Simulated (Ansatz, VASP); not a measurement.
# One calculation of Ba, two programs

Contents of POSCAR:

```
Ba
1.0
   -2.5367939014      2.5367939014      2.5367939014
    2.5367939014     -2.5367939014      2.5367939014
    2.5367939014      2.5367939014     -2.5367939014
Ba
1
Direct
    0.0000000000      0.0000000000      0.0000000000
```

File INCAR.step1:

```
SYSTEM = Ba
  ALGO = Normal
  EDIFF = 1E-4
  ENCUT = 520
  GGA = PE
  ISMEAR = -1
  LASPH = .TRUE.
  LCHARG = .FALSE.
  LREAL = .FALSE.
  LWAVE = .TRUE.
  NBANDS = 11
  NELM = 100
  PREC = Accurate
  SIGMA = 0.1
```

Contents of INCAR.step2:

```
SYSTEM = Ba
  ALGO = Normal
  EDIFF = 1E-6
  ENCUT = 520
  ISIF = 2
  ISMEAR = -1
  ISTART = 1
  LASPH = .TRUE.
  LCHARG = .TRUE.
  LELF = .TRUE.
  LMIXTAU = .TRUE.
  LREAL = .FALSE.
  LVHAR = .TRUE.
  LWAVE = .FALSE.
  METAGGA = R2SCAN
  NBANDS = 11
  NELM = 100
  PREC = Accurate
  SIGMA = 0.1
```

The input KPOINTS:

```
k-points
0
G
  2 2 2
  0 0 0
```

Input for Ansatz:

```yaml
crystal:
  lattice:
    - [-2.5367939014, 2.5367939014, 2.5367939014]
    - [2.5367939014, -2.5367939014, 2.5367939014]
    - [2.5367939014, 2.5367939014, -2.5367939014]
  atoms:
    - { symbol: Ba, position: [0.0, 0.0, 0.0] }
hamiltonian:
  xc: r2scan
  pseudopotentials:
    kind: paw
    azcp:
      Ba: "pseudopotentials/Ba.paw.azcp"
basis:
  ecutwfc: 500
  fft_grid_basis: typed
kpoints:
  mp_grid: { grid: [2, 2, 2], shift: [0, 0, 0] }
magnetization:
  spin_polarized: false
scf:
  occupations: { method: fermi_dirac, width: 0.1 }
  lower_state_search: "off"
output:
  stress: true
```

Alike in both runs: task single point; functional r2SCAN; k mesh 2 × 2 × 2; occupations fermi-dirac, width 0.1 eV; no spin polarisation.

|  | VASP | Ansatz |
| --- | --- | --- |
| version | VASP 6.6.1 | Ansatz 0.2.0 |
| potentials or method | VASP PAW PBE potentials, release 64 (Ba_sv), cutoff 520 eV | plane waves (500 eV) with PAW, scalar-relativistic |
| valence electrons in the cell | 10 | 10 |

|  | VASP | Ansatz | Ansatz less VASP |
| --- | --- | --- | --- |
| pressure (GPa) | -4.4 | -4.4 | 0.00 |

VASP's potentials were made for PBE, not for r2SCAN.

The k mesh is coarse, so the values compare programs but aren't converged. Spin-orbit coupling is off throughout.
